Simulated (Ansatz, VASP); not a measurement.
**Sn in VASP and in Ansatz**

POSCAR

```
Sn
1.0
   -2.9482820713      2.9504023647      1.5888172584
    2.9504023647     -2.9482820713      1.5888172584
    2.9460530987      2.9460530987     -1.5849306448
Sn
2
Direct
    0.0000251473      0.9999748527      0.0000000000
    0.7499748527      0.2500251473      0.5000000000
```

Contents of INCAR.step1:

```
SYSTEM = Sn
ALGO = Normal
EDIFF = 1E-4
ENCUT = 520
GGA = PE
ISMEAR = 1
LASPH = .True.
LCHARG = .False.
LREAL = .False.
LWAVE = .True.
NBANDS = 21
NELM = 80
PREC = Accurate
SIGMA = 1.0
```

INCAR.step2

```
SYSTEM = Sn
ALGO = Normal
EDIFF = 1E-6
ENCUT = 520
ISIF = 2
ISMEAR = 1
ISTART = 1
LASPH = .True.
LCHARG = .False.
LMIXTAU = .True.
LREAL = .False.
LWAVE = .False.
METAGGA = R2SCAN
NBANDS = 21
NELM = 80
PREC = Accurate
SIGMA = 1.0
```

The input KPOINTS:

```
k-points
0
Gamma
  11 11 8
  0 0 0
```

Input for Ansatz:

```yaml
crystal:
  lattice:
    - [-2.9482820713, 2.9504023647, 1.5888172584]
    - [2.9504023647, -2.9482820713, 1.5888172584]
    - [2.9460530987, 2.9460530987, -1.5849306448]
  atoms:
    - { symbol: Sn, position: [2.51473e-05, 0.9999748527, 0.0] }
    - { symbol: Sn, position: [0.7499748527, 0.2500251473, 0.5] }
hamiltonian:
  xc: r2scan
  pseudopotentials:
    kind: paw
    azcp:
      Sn: "pseudopotentials/Sn.paw.azcp"
basis:
  ecutwfc: 500
  fft_grid_basis: typed
kpoints:
  mp_grid: { grid: [11, 11, 8], shift: [0, 0, 0] }
magnetization:
  spin_polarized: false
scf:
  occupations: { method: methfessel_paxton, width: 1.0 }
  lower_state_search: "off"
output:
  stress: true
```

Alike in both runs: task single point; functional r2SCAN; k mesh 11 × 11 × 8; occupations methfessel-paxton of order 1, width 1 eV; no spin polarisation.

|  | VASP | Ansatz |
| --- | --- | --- |
| version | VASP 6.6.1 | Ansatz 0.2.0 |
| potentials or method | VASP PAW PBE potentials, release 64 (Sn_d), cutoff 520 eV | plane waves (500 eV) with PAW, scalar-relativistic |
| valence electrons in the cell | 28 | 28 |

|  | VASP | Ansatz | Ansatz less VASP |
| --- | --- | --- | --- |
| pressure (GPa) | -0.1 | -0.1 | +0.01 |
| traceless stress, the component that is largest in VASP (GPa) | 0.07 | 0.07 | +0.004 |

VASP's potentials were made for PBE, not for r2SCAN. With one functional, cell and mesh, what is left measures potentials, basis and numerics.
